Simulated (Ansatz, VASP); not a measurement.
**Two plane-wave programs on KF**

```
K F
1.0
     0.00000    2.58172    2.48491
     2.71726    0.00000    2.48491
     2.71726    2.58172    0.00000
K F
1 1
Direct
  0.00000 0.00000 0.00000
  0.50000 0.50000 0.50000
```

Change from the starting cell: normal strain along x +0.0525, normal strain along z -0.0375.

Alike in both runs: task single point; functional LDA; k mesh 8 × 8 × 8; occupations gaussian, width 0.05 eV; no spin polarisation.

```csv
,VASP,Ansatz
version,VASP 6.6.1,Ansatz 0.2.0
potentials or method,"VASP PAW LDA potentials, release 64 (K_sv, F), cutoff 520 eV","scalar-relativistic, plane waves, PAW"
valence electrons in the cell,16,16
```

Ansatz gave:

- gap on the k mesh at the Fermi level (eV): 6.13
- least direct gap on the mesh (eV): 6.13
- pressure (GPa): 0.1
- traceless stress, the component that is largest in VASP (GPa): 3.42

Q: What did VASP give for the same quantities?

A: gap on the k mesh at the Fermi level (eV): 6.11; least direct gap on the mesh (eV): 6.11; pressure (GPa): 0.4; traceless stress, the component that is largest in VASP (GPa): 3.61.

LDA's correlation is that of Perdew and Zunger in VASP and of Perdew and Wang (1992) in Ansatz.
